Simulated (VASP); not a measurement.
# HfNiO4 (P-3m1) in VASP: notebook

Runs on HfNiO4. Level: PBE. Tasks: single point, relaxation of cell and atoms.

All numbers are computed with VASP 6.6.1; they aren't measurements. Logs are shortened: lines on timing, memory, paths and dates and some standing lists are left out, and cuts for length are marked.

### Step 1. The cell of the first run

Symmetry: P-3m1, No. 164, trigonal system. The conventional cell has a = 2.880 Å, b = 2.880 Å, c = 9.919 Å, α = 90.00°, β = 90.00°, γ = 120.00°. Within 2.7 Å of Hf (site symmetry -3m) lie 6 O at 2.06 Å. Ni (site symmetry -3m) has 6 O at 1.99 Å within 2.6 Å. O (site symmetry 3m) has 3 Ni at 1.99 Å within 2.6 Å. Within 2.7 Å of O (site symmetry 3m) lie 3 Hf at 2.06 Å.

The cell was built from a structure type or drawn by symmetry, and may not be a known phase.

### Step 2. Single point, PBE, collinear spin, ferromagnetic start

The input, INCAR:

```
SYSTEM = HfNiO4
  PREC = Accurate
  ENCUT = 520
  EDIFF = 1E-6
  ISMEAR = 0
  SIGMA = 0.1
  LREAL = .FALSE.
  LASPH = .TRUE.
  NELM = 150
  ALGO = Normal
  ISIF = 2
  LWAVE = .FALSE.
  LCHARG = .FALSE.
  ISPIN = 2
  MAGMOM = 0 2 0 0 0 0
  LORBIT = 11
  LMAXMIX = 4
  GGA = PE
  NBANDS = 35
```

The input, KPOINTS:

```
Automatic mesh
0
G
  6 6 2
  0 0 0
```

The input, POSCAR:

```
HfNiO4
1.0
    2.8802998200      0.0000000000      0.0000000000
   -1.4401499100      2.4944128100      0.0000000000
    0.0000000000      0.0000000000      9.9187893300
Hf Ni O
1 1 4
Direct
    0.0000000000      0.0000000000      0.5000000000
    0.0000000000      0.0000000000      0.0000000000
    0.6666666700      0.3333333300      0.8897569800
    0.6666666700      0.3333333300      0.3766410100
    0.3333333300      0.6666666700      0.6233589900
    0.3333333300      0.6666666700      0.1102430200
```

Potentials or basis: VASP PAW PBE potentials, release 64 (Hf_pv, Ni, O).

The run is started by

```sh
cat potpaw_PBE.64/Hf_pv/POTCAR potpaw_PBE.64/Ni/POTCAR potpaw_PBE.64/O/POTCAR > POTCAR
mpirun -np 1 vasp_std > vasp.out
```

OUTCAR:

```text
SYSTEM = HfNiO4
   PREC = Accurate
   ENCUT = 520
   EDIFF = 1E-6
   ISMEAR = 0
   LREAL = .FALSE.
   LASPH = .TRUE.
   NELM = 150
   ISIF = 2
   ISPIN = 2
   LORBIT = 11
   GGA = PE

 ion  position               nearest neighbor table
   1  0.000  0.000  0.500-   4 2.06   5 2.06   5 2.06   4 2.06   4 2.06   5 2.06
   2  0.000  0.000  0.000-   3 1.99   6 1.99   6 1.99   3 1.99   3 1.99   6 1.99
   3  0.667  0.333  0.890-   2 1.99   2 1.99   2 1.99
   4  0.667  0.333  0.377-   1 2.06   1 2.06   1 2.06
   5  0.333  0.667  0.623-   1 2.06   1 2.06   1 2.06
   6  0.333  0.667  0.110-   2 1.99   2 1.99   2 1.99

  LATTYP: Found a hexagonal cell.
 ALAT       =     2.8802998200
 C/A-ratio  =     3.4436655730

  Lattice vectors:

 A1 = (   2.8802998200,   0.0000000000,   0.0000000000)
 A2 = (  -1.4401499100,   2.4944128100,   0.0000000000)
 A3 = (   0.0000000000,   0.0000000000,   9.9187893300)

Analysis of symmetry for initial positions (statically):
=====================================================================
 Subroutine PRICEL returns:
 Original cell was already a primitive cell.

 Routine SETGRP: Setting up the symmetry group for a
 hexagonal supercell.

 Subroutine GETGRP returns: Found 12 space group operations
 (whereof 12 operations were pure point group operations)
 out of a pool of 24 trial point group operations.

The static configuration has the point symmetry D_3d.

Analysis of symmetry for dynamics (positions and initial velocities):
=====================================================================
 Subroutine PRICEL returns:
 Original cell was already a primitive cell.

 Routine SETGRP: Setting up the symmetry group for a
 hexagonal supercell.

 Subroutine GETGRP returns: Found 12 space group operations
 (whereof 12 operations were pure point group operations)
 out of a pool of 24 trial point group operations.

The dynamic configuration has the point symmetry D_3d.

Analysis of structural, dynamic, and magnetic symmetry:
=====================================================================
 Subroutine PRICEL returns:
 Original cell was already a primitive cell.

 Routine SETGRP: Setting up the symmetry group for a
 hexagonal supercell.

 Subroutine GETGRP returns: Found 12 space group operations
 (whereof 12 operations were pure point group operations)
 out of a pool of 24 trial point group operations.

The overall configuration has the point symmetry D_3d.
[... 129 lines left out ...]
  energy-cutoff  :      520.00
  volume of cell :       71.26
 maximum number of plane-waves:      1969
 NGX is ok and might be reduce to    24
   NGX = 11   NGY = 11   NGZ = 37

 number of electron      43.9999979 magnetization      -0.0000485

 number of electron      43.9999979 magnetization       0.0000701

 Free energy of the ion-electron system (eV)
  ---------------------------------------------------
  ext. energy  EPLUGINS =         0.00000000
  ---------------------------------------------------
  free energy    TOTEN  =       -44.87781503 eV

  energy without entropy =      -44.87781503  energy(sigma->0) =      -44.87781503

 E-fermi :   2.1482     XC(G=0): -10.6307

 val. band max:        1.6070157015   @ k =   0.1667   0.0000   0.5000
 cond. band min:       2.8556765832   @ k =   0.3333   0.0000   0.5000
 fundamental gap:      1.2486608817
 Fermi energy:         2.1481571340

 spin component 1

 k-point     1 :       0.0000    0.0000    0.0000
  band No.  band energies     occupation
      1     -27.7025      1.00000
      2     -26.7960      1.00000
      3     -26.7960      1.00000
      4     -16.4243      1.00000
      5     -16.2428      1.00000
      6     -15.0619      1.00000
[... 507 lines left out ...]
     33      15.8652      0.00000
     34      16.2861      0.00000
 Fermi energy:         2.1481571340

 spin component 2

 k-point     1 :       0.0000    0.0000    0.0000
  band No.  band energies     occupation
      1     -27.7025      1.00000
      2     -26.7960      1.00000
      3     -26.7960      1.00000
      4     -16.4244      1.00000
      5     -16.2428      1.00000
      6     -15.0620      1.00000
[... 507 lines left out ...]
     33      15.8652      0.00000
     34      16.2861      0.00000
 [bands above 34 left out]

------------------------ aborting loop because EDIFF is reached ----------------------------------------

  FORCE on cell =-STRESS in cart. coord.  units (eV):
  Direction    XX          YY          ZZ          XY          YZ          ZX
  --------------------------------------------------------------------------------------
  -------------------------------------------------------------------------------------
  Total        8.9656532      8.9656532     -9.2575309      0.0000000      0.0000000      0.0000000
  in kB      201.5708959    201.5708952   -208.1330568      0.0000000      0.0000000      0.0000000
  external PRESSURE =      65.0029114 kB  Pullay stress =       0.0000000 kB

 VOLUME and BASIS-vectors are now :
 -----------------------------------------------------------------------------
  energy-cutoff  :      520.00
  volume of cell :       71.26
      direct lattice vectors                 reciprocal lattice vectors
     2.880299820  0.000000000  0.000000000     0.347186079  0.200447976  0.000000000
    -1.440149910  2.494412810  0.000000000     0.000000000  0.400895953  0.000000000
     0.000000000  0.000000000  9.918789330     0.000000000  0.000000000  0.100818756

 POSITION                                       TOTAL-FORCE (eV/Angst)
 -----------------------------------------------------------------------------------
      0.00000      0.00000      4.95939        -0.000000      0.000000      0.000000
      0.00000      0.00000      0.00000        -0.000000      0.000000      0.000000
      1.44015      0.83147      8.82531         0.000000     -0.000000      2.517791
      1.44015      0.83147      3.73582         0.000000      0.000000      1.884915
     -0.00000      1.66294      6.18297        -0.000000     -0.000000     -1.884915
     -0.00000      1.66294      1.09348        -0.000000      0.000000     -2.517791
 -----------------------------------------------------------------------------------
    total drift:                                0.000000      0.000000      0.000000

  FREE ENERGIE OF THE ION-ELECTRON SYSTEM (eV)
  ---------------------------------------------------
  free  energy   TOTEN  =       -44.8778150277 eV

  energy  without entropy=      -44.8778150277  energy(sigma->0) =      -44.87781503

 total charge

# of ion       s       p       d       tot
------------------------------------------
    1        0.375   6.889   1.803   9.067
    2        0.417   0.579   8.094   9.090
    3        1.597   3.224   0.000   4.821
    4        1.583   3.477   0.000   5.061
    5        1.583   3.477   0.000   5.061
    6        1.597   3.224   0.000   4.821
--------------------------------------------------
tot          7.153  20.871   9.896  37.920

 magnetization (x)

# of ion       s       p       d       tot
------------------------------------------
    1        0.000   0.000   0.000   0.000
    2        0.000   0.000   0.000   0.000
    3       -0.000  -0.000   0.000  -0.000
    4        0.000  -0.000   0.000  -0.000
    5        0.000  -0.000   0.000  -0.000
    6       -0.000  -0.000   0.000  -0.000
--------------------------------------------------
tot          0.000  -0.000   0.000   0.000
```

Wall time 77 s (1 thread of Intel Xeon 6975P-C (Granite Rapids), shared host); peak memory 0.27 GiB.

Results:

* Free energy: -44.8778 eV
* Pressure: 6.5 GPa
* Largest force: 2.518 eV/Å
* Band gap on the k mesh: 1.25 eV (least direct gap 1.30 eV)
* Net moment: 0.00 μB per cell
* Valence electrons inside the program's atomic spheres: Hf 9.07; Ni 9.09; O 4.82, 5.06 (each value once)

Forces in eV/Å, atoms in the order of the input:
```
Hf   0.000  0.000  0.000
Ni   0.000  0.000  0.000
O    0.000  0.000  2.518
O    0.000  0.000  1.885
O    0.000  0.000 -1.885
O    0.000  0.000 -2.518
```

Stress tensor (GPa, compression positive):
```
 20.16   0.00   0.00
  0.00  20.16   0.00
  0.00   0.00 -20.81
```

Caveat: the cell stands under pressure; spin-orbit coupling is left out, which moves the levels of the heavy elements; forces of over 1 eV/Å act on the atoms, so gaps and moduli don't describe the material at rest.

### Step 3. Single point, PBE, collinear spin, ferromagnetic start

This run uses another cell than the first one, of 13.90 Å³/atom.

The input, INCAR:

```
SYSTEM = HfNiO4
ALGO = Normal
EDIFF = 1E-6
ENCUT = 520
GGA = PE
ISIF = 2
ISMEAR = 0
ISPIN = 2
LASPH = .True.
LCHARG = .True.
LELF = .True.
LMAXMIX = 4
LORBIT = 11
LREAL = .False.
LVHAR = .True.
LWAVE = .False.
MAGMOM = 0 2 0 0 0 0
NBANDS = 35
NELM = 150
PREC = Accurate
SIGMA = 0.1
```

The input, KPOINTS:

```
k-points
0
Gamma
  6 6 2
  0 0 0
```

The input, POSCAR:

```
HfNiO4
1.0
    3.0970638948      0.0000000000      0.0000000000
   -1.5485319474      2.6821360101      0.0000000000
    0.0000000000      0.0000000000     10.0376643505
Hf Ni O
1 1 4
Direct
    0.0000000000      0.0000000000      0.5000000000
    0.0000000000      0.0000000000      0.0000000000
    0.6666666667      0.3333333333      0.9179445779
    0.6666666667      0.3333333333      0.3961533268
    0.3333333333      0.6666666667      0.6038466732
    0.3333333333      0.6666666667      0.0820554221
```

Potentials or basis: VASP PAW PBE potentials, release 64 (Hf_pv, Ni, O).

The run is started by

```sh
cat potpaw_PBE.64/Hf_pv/POTCAR potpaw_PBE.64/Ni/POTCAR potpaw_PBE.64/O/POTCAR > POTCAR
mpirun -np 1 vasp_std > vasp.out
```

It took 61 s on 1 thread of Intel Xeon 6975P-C (Granite Rapids), shared host; peak memory 0.27 GiB.

It converged, with:

```yaml
Free_energy: -46.4955 eV
Pressure: -0.9 GPa
Largest_force: 0.221 eV/Å
Band_gap_on_the_k_mesh: 0.73 eV (least direct gap 0.97 eV)
Net_moment: 0.00 μB per cell
Valence_electrons_inside_the_program's_atomic_spheres: Hf 8.74; Ni 9.09; O 4.84, 5.09 (each value once)
```

Forces in eV/Å, atoms in the order of the input:
```
Hf   0.000  0.000  0.000
Ni   0.000  0.000  0.000
O    0.000  0.000 -0.027
O    0.000  0.000  0.221
O    0.000  0.000 -0.221
O    0.000  0.000  0.027
```

Stress tensor (GPa, compression positive):
```
-1.03  0.00  0.00
 0.00 -1.03  0.00
 0.00  0.00 -0.62
```

Levels at points of the mesh, in eV from the valence-band top:
Spin up:
| k point | band 20 | band 21 | band 22 | band 23 | band 24 | band 25 |
| --- | --- | --- | --- | --- | --- | --- |
| (0.00, 0.00, 0.00) | -0.83 | -0.79 | -0.01 | 1.78 | 1.78 | 4.83 |
| (0.50, 0.00, 0.00) | -1.25 | -0.89 | -0.85 | 0.91 | 1.83 | 3.99 |
| (0.00, 0.00, 0.50) | -0.83 | -0.83 | 0.00 | 1.78 | 1.78 | 4.83 |
| (0.50, 0.00, 0.50) | -1.17 | -0.97 | -0.84 | 0.92 | 1.83 | 3.99 |
Spin down:
```csv
k point,band 19,band 20,band 21,band 22,band 23,band 24,band 25,band 26
"(0.00, 0.00, 0.00)",-0.83,-0.83,-0.79,-0.01,1.78,1.78,4.83,4.83
"(0.50, 0.00, 0.00)",-1.34,-1.25,-0.89,-0.85,0.91,1.83,3.99,6.61
"(0.00, 0.00, 0.50)",-1.02,-0.83,-0.83,0.00,1.78,1.78,4.83,4.83
"(0.50, 0.00, 0.50)",-1.34,-1.17,-0.97,-0.84,0.92,1.83,3.99,6.60
```

Caveat: spin-orbit coupling is left out, which moves the levels of the heavy elements. A k mesh can miss the band edges.

### Step 4. Single point, PBE

This run uses another cell than the first one, of 14.70 Å³/atom.

The input, INCAR:

```
PREC     = Accurate       # precision mode
ENCUT    = 520            # plane-wave cutoff, eV
EDIFF    = 1E-6           # SCF threshold, eV
ISMEAR   = 0              # smearing method
SIGMA    = 0.02           # smearing width, eV
LREAL    = F              # projectors in reciprocal space
LASPH    = T              # aspherical terms in the spheres
NELM     = 80             # most SCF steps
ALGO     = Normal         # electronic algorithm
ISIF     = 2              # what is computed and relaxed
LWAVE    = F              # write WAVECAR
LCHARG   = F              # write CHGCAR
GGA      = PE             # functional
NBANDS   = 31             # bands
```

The input, KPOINTS:

```
Automatic mesh
0
Gamma
  12 12 4
```

The input, POSCAR:

```
HfNiO4
1.0
    3.0948470530      0.0000000000      0.0000000000
   -1.5474235265      2.6802161688      0.0000000000
    0.0000000000      0.0000000000     10.6330679946
Hf Ni O
1 1 4
Direct
    0.0000000000      0.0000000000      0.5000000000
    0.0000000000      0.0000000000      0.0000000000
    0.6666666667      0.3333333333      0.9223929173
    0.6666666667      0.3333333333      0.4017374688
    0.3333333333      0.6666666667      0.5982625312
    0.3333333333      0.6666666667      0.0776070827
```

The run is started by

```sh
cat potpaw_PBE.64/Hf_pv/POTCAR potpaw_PBE.64/Ni/POTCAR potpaw_PBE.64/O/POTCAR > POTCAR
mpirun -np 1 vasp_std > vasp.out
```

Run time: 1.8 min. Hardware: 1 thread of Intel Xeon 6975P-C (Granite Rapids), shared host; peak memory 0.31 GiB.

Results (log left out):

* Free energy: -46.5009 eV
* Pressure: -1.0 GPa
* Largest force: 0.237 eV/Å
* Band gap on the k mesh: 0.73 eV (least direct gap 0.92 eV)

Forces on the atoms (eV/Å):
```
Hf   0.000  0.000  0.000
Ni   0.000  0.000  0.000
O    0.000  0.000 -0.020
O    0.000  0.000  0.237
O    0.000  0.000 -0.237
O    0.000  0.000  0.020
```

Levels at points of the mesh, in eV from the valence-band top:
| k point | band 20 | band 21 | band 22 | band 23 | band 24 | band 25 |
| --- | --- | --- | --- | --- | --- | --- |
| (0.00, 0.00, 0.00) | -0.81 | -0.81 | -0.02 | 1.78 | 1.78 | 4.86 |
| (0.50, 0.00, 0.00) | -1.19 | -0.94 | -0.85 | 0.92 | 1.83 | 4.00 |
| (0.00, 0.00, 0.50) | -0.81 | -0.81 | -0.01 | 1.78 | 1.78 | 4.86 |
| (0.50, 0.00, 0.50) | -1.15 | -0.98 | -0.85 | 0.92 | 1.83 | 4.00 |

Caveat: spin-orbit coupling is left out, which moves the levels of the heavy elements.

### Step 5. Relaxation of cell and atoms, PBE, collinear spin, ferromagnetic start

The input, INCAR:

```
SYSTEM = HfNiO4
PREC = Accurate ; ENCUT = 600
EDIFF = 1E-7 ; ISMEAR = 0
SIGMA = 0.1 ; LREAL = .False.
LASPH = .True. ; NELM = 150
ALGO = Normal ; ISIF = 3
LWAVE = .False. ; LCHARG = .False.
ISPIN = 2 ; MAGMOM = 0 2 0 0 0 0
LORBIT = 11 ; LMAXMIX = 4
GGA = PE ; IBRION = 2
NSW = 90 ; EDIFFG = -0.04
```

The input, KPOINTS:

```
regular mesh
0
Gamma
  6 6 2
  0 0 0
```

The input, POSCAR:

```
HfNiO4
1.0
    2.8802998200      0.0000000000      0.0000000000
   -1.4401499100      2.4944128100      0.0000000000
    0.0000000000      0.0000000000      9.9187893300
Hf Ni O
1 1 4
Direct
    0.0000000000      0.0000000000      0.5000000000
    0.0000000000      0.0000000000      0.0000000000
    0.6666666700      0.3333333300      0.8897569800
    0.6666666700      0.3333333300      0.3766410100
    0.3333333300      0.6666666700      0.6233589900
    0.3333333300      0.6666666700      0.1102430200
```

The run is started by

```sh
cat potpaw_PBE.64/Hf_pv/POTCAR potpaw_PBE.64/Ni/POTCAR potpaw_PBE.64/O/POTCAR > POTCAR
mpirun -np 1 vasp_std > vasp.out
```

Wall time 9.4 min (1 thread of Intel Xeon 6975P-C (Granite Rapids), shared host); peak memory 0.28 GiB.

Results (log left out):

| Item | Value |
| --- | --- |
| Free energy | -46.4864 eV |
| Relaxed volume | 13.85 Å³/atom |
| Relaxed cell | a = 3.090 Å, b = 3.090 Å, c = 10.051 Å, α = 90.00°, β = 90.00°, γ = 120.00° |
| Space group after relaxing (to 0.1 Å) | P-3m1 (No. 164) |
| Energy gained by relaxing | 266.8 meV/atom |
| Ionic steps | 20 |
| Pressure after relaxing | 0.2 GPa |
| Largest force after relaxing | 0.022 eV/Å |
| Band gap on the k mesh | 0.75 eV (least direct gap 0.99 eV) |
| Net moment | 0.00 μB per cell |
| Valence electrons inside the program's atomic spheres | Hf 8.77; Ni 9.10; O 4.84, 5.09 (each value once) |

Forces on the atoms (eV/Å):
```
Hf   0.000  0.000  0.000
Ni   0.000  0.000  0.000
O    0.000  0.000 -0.002
O    0.000  0.000  0.022
O    0.000  0.000 -0.022
O    0.000  0.000  0.002
```

Stress tensor (GPa, compression positive):
```
0.24 0.00 0.00
0.00 0.24 0.00
0.00 0.00 0.05
```

Step by step:
```
step  energy change (eV)  largest force (eV/Å)  pressure (GPa)  volume (Å³)
   1              0.0000                2.5196            6.23        71.26
   2             -1.5082                0.8744           -2.01        75.59
   3             -1.5252                0.6929           -2.83        76.06
   4             -1.5363                0.6083            4.85        73.76
   5             -1.5537                0.2982            1.34        74.75
   6             -1.5687                0.0621            0.53        75.20
   7             -1.5692                0.1191            0.37        75.30
   8             -1.5721                0.1194            0.19        75.66
   9             -1.5792                0.1171           -0.26        76.73
  10             -1.5877                0.1045           -1.08        78.88
  11             -1.5882                0.1575           -2.18        83.23
  12             -1.5905                0.1165           -1.62        81.11
  13             -1.5918                0.1071           -1.44        81.20
  14             -1.5950                0.0791           -0.91        81.45
  15             -1.5980                0.1509            0.20        81.95
  16             -1.5980                0.1730            0.38        82.04
  17             -1.5988                0.1456            0.36        82.18
  18             -1.6004                0.0647            0.25        82.63
  19             -1.6006                0.0969            0.08        83.51
  20             -1.6010                0.0225            0.18        83.11
```

Final structure:
```xyz
6
Lattice="3.0900 0.0000 0.0000 -1.5450 2.6760 0.0000 0.0000 0.0000 10.0511" Properties=species:S:1:pos:R:3 pbc="T T T"
Hf    0.0000    0.0000    5.0255
Ni    0.0000    0.0000    0.0000
O     1.5450    0.8920    9.2223
O     1.5450    0.8920    3.9896
O     0.0000    1.7840    6.0614
O     0.0000    1.7840    0.8288
```

Levels at points of the mesh, in eV from the valence-band top:
Spin up:
| k point | band 18 | band 19 | band 20 | band 21 | band 22 | band 23 | band 24 | band 25 | band 26 | band 27 |
| --- | --- | --- | --- | --- | --- | --- | --- | --- | --- | --- |
| (0.00, 0.00, 0.00) | -1.09 | -0.79 | -0.79 | -0.78 | -0.01 | 1.80 | 1.80 | 4.91 | 4.91 | 5.85 |
| (0.50, 0.00, 0.00) | -1.41 | -1.30 | -1.23 | -0.89 | -0.85 | 0.94 | 1.84 | 4.09 | 6.68 | 7.61 |
| (0.00, 0.00, 0.50) | -1.09 | -1.01 | -0.79 | -0.79 | 0.00 | 1.80 | 1.80 | 4.91 | 4.91 | 6.02 |
| (0.50, 0.00, 0.50) | -1.41 | -1.30 | -1.14 | -0.99 | -0.84 | 0.94 | 1.84 | 4.08 | 6.68 | 7.61 |
Spin down:
```tsv
k point	band 18	band 19	band 20	band 21	band 22	band 23	band 24	band 25	band 26	band 27
(0.00, 0.00, 0.00)	-1.09	-0.79	-0.79	-0.78	-0.01	1.80	1.80	4.91	4.91	5.85
(0.50, 0.00, 0.00)	-1.41	-1.30	-1.23	-0.89	-0.85	0.94	1.84	4.09	6.68	7.61
(0.00, 0.00, 0.50)	-1.09	-1.01	-0.79	-0.79	0.00	1.80	1.80	4.91	4.91	6.02
(0.50, 0.00, 0.50)	-1.41	-1.30	-1.14	-0.99	-0.84	0.94	1.84	4.08	6.68	7.61
```

Caveat: the volume moved by over 15 % at a fixed basis, so the end points are rough; spin-orbit coupling is left out, which moves the levels of the heavy elements. A k mesh can miss the band edges.
